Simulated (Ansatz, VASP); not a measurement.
Given: the input of a run of VASP 6.6.1 on CoO.

INCAR

```
SYSTEM = CoO
PREC = Accurate
ENCUT = 520
EDIFF = 1E-6
ISMEAR = -1
SIGMA = 0.05
LREAL = .FALSE.
LASPH = .TRUE.
NELM = 150
ALGO = Normal
ISIF = 2
LWAVE = .FALSE.
LCHARG = .FALSE.
ISPIN = 2
MAGMOM = 2 0
LORBIT = 11
LMAXMIX = 4
GGA = PE
NBANDS = 18
```

KPOINTS

```
regular mesh
0
G
  11 11 11
  0 0 0
```

Contents of POSCAR:

```
CoO
1.0
    0.0000000000      2.1456163054      2.1456163054
    2.1456163054      0.0000000000      2.1456163054
    2.1456163054      2.1456163054      0.0000000000
Co O
1 1
Direct
    0.0000000000      0.0000000000      0.0000000000
    0.5000000000      0.5000000000      0.5000000000
```

Potentials or basis: VASP PAW PBE potentials, release 64 (Co, O).

Launch:

```console
$ cat potpaw_PBE.64/Co/POTCAR potpaw_PBE.64/O/POTCAR > POTCAR
$ mpirun -np 1 vasp_std > vasp.out
```

Set up the same calculation for Ansatz 0.2.0. Potentials there: Ansatz PAW.

As run (the cutoff follows the program's own potentials):

Contents of input.yaml:

```yaml
crystal:
  lattice:
    - [0.0, 2.1456163054, 2.1456163054]
    - [2.1456163054, 0.0, 2.1456163054]
    - [2.1456163054, 2.1456163054, 0.0]
  atoms:
    - { symbol: Co, position: [0.0, 0.0, 0.0], spin: 2.0 }
    - { symbol: O, position: [0.5, 0.5, 0.5] }
hamiltonian:
  xc: pbe
  pseudopotentials: { kind: paw }
magnetization:
  spin_polarized: true
kpoints:
  mp_grid: { grid: [11, 11, 11] }
scf:
  occupations: { method: fermi_dirac, width: 0.05 }
output:
  forces: true
  stress: true
  eigenvalues: true
```

Potentials or basis: Ansatz PAW.

Command:

```console
$ ansatz run input.yaml --threads 2 --pin off --max-ram 5632MiB --backend cpu --events-out ev --progress --plain --runs-dir out
```

Both were run:

|  | VASP | Ansatz | Ansatz less VASP |
| --- | --- | --- | --- |
| gap on the k mesh at the Fermi level (eV) | none | none | - |
| pressure (GPa) | -5.4 | -5.0 | +0.43 |
| net moment per atom (μB) | 1.47 | 1.48 | +0.011 |
| size of the moment on the site where the two differ most (μB) | 2.58 | 2.52 | -0.061 |

Site moments also hang on the region over which each program counts them. A gap of «none» marks a metal or a gap that the smearing closes. The functional is the same, so the differences come from potentials, cutoffs and numerics. VASP's potentials hold 15 valence electrons a cell and Ansatz's 23, so a difference there can come from the potentials and not from the codes.
